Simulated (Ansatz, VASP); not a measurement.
AlN in VASP and in Ansatz

```
Al N
1.0
     3.36279    0.00000    0.00000
    -1.68139    2.91226    0.00000
     0.00000    0.00000    5.38209
Al N
2 2
Direct
  0.33333 0.66667 0.00151
  0.66667 0.33333 0.50151
  0.33333 0.66667 0.38349
  0.66667 0.33333 0.88349
```

Change from the starting cell: strain +0.080 along x and y, +0.080 along z, atoms carried along.

Alike in both runs: task single point; functional PBEsol; k mesh 12 × 12 × 6; occupations gaussian, width 0.05 eV; no spin polarisation.

```csv
,VASP,Ansatz
version,VASP 6.6.1,Ansatz 0.2.0
potentials or method,"VASP PAW PBE potentials, release 64 (Al, N), cutoff 600 eV","scalar-relativistic, plane waves, PAW"
valence electrons in the cell,16,16
```

Ansatz gave:

| Property | Result |
| --- | --- |
| gap on the k mesh at the Fermi level (eV) | 2.23 |
| least direct gap on the mesh (eV) | 2.23 |
| pressure (GPa) | -29.4 |
| traceless stress, the component that is largest in VASP (GPa) | 1.29 |
| rms of the force components (eV/Å) | 0.040 |

Task: Which values does VASP return?

Result: gap on the k mesh at the Fermi level (eV): 2.24; least direct gap on the mesh (eV): 2.24; pressure (GPa): -29.6; traceless stress, the component that is largest in VASP (GPa): 1.30; rms of the force components (eV/Å): 0.040.

VASP's potentials were made for PBE, not for PBEsol. Atom by atom the forces differ by 0.000 eV/Å (rms over components). Both programs put the cell under strong tension, so it lies far from rest at this level.
